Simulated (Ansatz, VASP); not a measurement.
**One calculation of Zr, two programs**

File INCAR:

```
  PREC = Accurate
  ENCUT = 520
  EDIFF = 1E-6
  ISMEAR = -1
  SIGMA = 0.1
  LREAL = F
  LASPH = T
  NELM = 80
  ALGO = Normal
  ISIF = 2
  LWAVE = F
  LCHARG = T
  GGA = RP
  LELF = T
  LVHAR = T
  NBANDS = 12
```

KPOINTS

```
regular mesh
0
Gamma
  13 13 13
```

The input POSCAR:

```
Zr
1.0
    0.0000000000      2.1883757507      2.1883757507
    2.1883757507      0.0000000000      2.1883757507
    2.1883757507      2.1883757507      0.0000000000
Zr
1
Direct
    0.0000000000      0.0000000000      0.0000000000
```

Input for Ansatz:

```yaml
crystal:
  lattice:
    - [0.0, 2.1883757507, 2.1883757507]
    - [2.1883757507, 0.0, 2.1883757507]
    - [2.1883757507, 2.1883757507, 0.0]
  atoms:
    - { symbol: Zr, position: [0.0, 0.0, 0.0] }
hamiltonian:
  xc: rpbe
  pseudopotentials:
    kind: paw
    azcp:
      Zr: "pseudopotentials/Zr.paw.azcp"
basis:
  ecutwfc: 420
  fft_grid_basis: typed
kpoints:
  mp_grid: { grid: [13, 13, 13], shift: [0, 0, 0] }
magnetization:
  spin_polarized: false
scf:
  occupations: { method: fermi_dirac, width: 0.1 }
  lower_state_search: "off"
output:
  stress: true
```

Alike in both runs: task single point; functional RPBE; k mesh 13 × 13 × 13; occupations fermi-dirac, width 0.1 eV; no spin polarisation.

```csv
,VASP,Ansatz
version,VASP 6.6.1,Ansatz 0.2.0
potentials or method,"VASP PAW PBE potentials, release 64 (Zr_sv), cutoff 520 eV","plane waves (420 eV) with PAW, scalar-relativistic"
valence electrons in the cell,12,12
```

|  | VASP | Ansatz | Ansatz less VASP |
| --- | --- | --- | --- |
| pressure (GPa) | 13.4 | 13.4 | 0.00 |

VASP's potentials were made for PBE, not for RPBE.
